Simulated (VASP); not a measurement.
## ZnS: single point with r2SCAN

The system is ZnS.

```
CELL_PARAMETERS angstrom
3.82270 0.00000 0.00000
-1.91135 3.31056 0.00000
0.00000 0.00000 12.52000
ATOMIC_POSITIONS crystal
Zn 0.00000 0.00000 0.00000
Zn 0.00000 0.00000 0.50000
Zn 0.33333 0.66667 0.25899
Zn 0.66667 0.33333 0.75000
S 0.00000 0.00000 0.18750
S 0.00000 0.00000 0.68750
S 0.33333 0.66667 0.43750
S 0.66667 0.33333 0.93750
```

This cell differs from its parent crystal: atom 3 (Zn) moved +0.113 Å along Cartesian [0 0 1].

```yaml
Program: VASP 6.6.1
Task: single point
Functional: r2SCAN
Potentials_or_basis: VASP PAW PBE potentials, release 64 (Zn, S)
Cutoff: 520 eV
k_mesh: 6 × 6 × 2
Occupations: gaussian, width 0.05 eV
Spin: no spin polarisation
Dipole_correction: no
Further_INCAR_settings: ALGO = Normal; EDIFF = 1e-06; NBANDS = 46
```

The pressure is -0.8 GPa, the largest force is 1.114 eV/Å and the band gap on the k mesh is 2.60 eV.

Forces on the atoms (eV/Å):
```
Zn   0.000  0.000  0.111
Zn   0.000  0.000  0.114
Zn   0.000  0.000 -1.114
Zn   0.000  0.000  0.097
S    0.000  0.000  0.291
S    0.000  0.000 -0.131
S    0.000  0.000  0.694
S    0.000  0.000 -0.062
```

Stress tensor (GPa, compression positive):
```
-1.14  0.00  0.00
 0.00 -1.14  0.00
 0.00  0.00  0.00
```

Levels at points of the mesh, in eV from the valence-band top:
```tsv
k point	band 33	band 34	band 35	band 36	band 37	band 38	band 39	band 40
(0.00, 0.00, 0.00)	-0.45	-0.14	0.00	0.00	2.60	3.60	3.86	4.20
(0.50, 0.00, 0.00)	-1.66	-1.58	-1.24	-0.86	3.62	3.64	4.14	4.67
(0.00, 0.00, 0.50)	-0.30	-0.30	-0.06	-0.06	3.31	3.52	3.67	3.97
(0.50, 0.00, 0.50)	-1.72	-1.53	-1.28	-0.99	3.93	4.01	4.39	4.48
```

It took 3.3 min on 1 thread of Intel(R) Xeon(R) 6975P-C (Granite Rapids), on a shared host, peak memory 0.33 GiB.

Caveat: the cell differs from its parent crystal (atom 3 (Zn) moved +0.113 Å along Cartesian [0 0 1]); the PAW data sets were made with another functional, which shifts forces and pressure a little.
